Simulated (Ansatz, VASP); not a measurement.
**One calculation of Mg3BeS, two programs**

The input INCAR:

```
SYSTEM = Mg3BeS
  PREC = Accurate
  ENCUT = 520
  EDIFF = 1E-7
  ISMEAR = 0
  SIGMA = 0.1
  LREAL = .False.
  LASPH = .True.
  NELM = 60
  ALGO = Normal
  ISIF = 2
  LWAVE = .False.
  LCHARG = .False.
  GGA = PE
  NBANDS = 15
```

File KPOINTS:

```
regular mesh
0
Gamma
  6 6 4
  0 0 0
```

Contents of POSCAR:

```
Mg3BeS
1.0
    4.1497054800      0.0000000000      0.0000000000
   -2.0748527400      3.5937503700      0.0000000000
    0.0000000000      0.0000000000      4.9804822800
Mg Be S
3 1 1
Direct
    0.6666666700      0.3333333300      0.2489190000
    0.6666666700      0.3333333300      0.7510810000
    0.0000000000      0.0000000000      0.0000000000
    0.3333333300      0.6666666700      0.0000000000
    0.0000000000      0.0000000000      0.5000000000
```

Input for Ansatz:

```yaml
crystal:
  lattice:
    - [4.14970548, 0.0, 0.0]
    - [-2.07485274, 3.59375037, 0.0]
    - [0.0, 0.0, 4.98048228]
  atoms:
    - { symbol: Mg, position: [0.66666667, 0.33333333, 0.248919] }
    - { symbol: Mg, position: [0.66666667, 0.33333333, 0.751081] }
    - { symbol: Mg, position: [0.0, 0.0, 0.0] }
    - { symbol: Be, position: [0.33333333, 0.66666667, 0.0] }
    - { symbol: S, position: [0.0, 0.0, 0.5] }
basis:
  ecutwfc: 420
kpoints:
  mp_grid: { grid: [6, 6, 4] }
hamiltonian:
  xc: pbe
scf:
  occupations: { method: gaussian, width: 0.1 }
  lower_state_search: "off"
output:
  forces: true
  stress: true
  eigenvalues: true
```

Change from the starting cell: species swapped into the GaFe3As type (P-6m2, No. 187).

Alike in both runs: task single point; functional PBE; k mesh 6 × 6 × 4; occupations gaussian, width 0.1 eV; no spin polarisation.

```csv
,VASP,Ansatz
version,VASP 6.6.1,Ansatz 0.2.0
potentials or method,"VASP PAW PBE potentials, release 64 (Mg, Be, S), cutoff 520 eV","scalar-relativistic, plane waves, PAW"
valence electrons in the cell,14,38
```

```csv
,VASP,Ansatz,Ansatz less VASP
gap on the k mesh at the Fermi level (eV),none,none,-
pressure (GPa),21.0,20.9,-0.04
"traceless stress, the component that is largest in VASP (GPa)",15.15,15.09,-0.054
rms of the force components (eV/Å),0.039,0.030,-0.0089
```

Atom by atom the forces differ by 0.009 eV/Å (rms over components). A gap of «none» marks a metal or a gap that the smearing closes. VASP's potentials hold 14 valence electrons a cell and Ansatz's 38, so a difference there can come from the potentials and not from the codes.
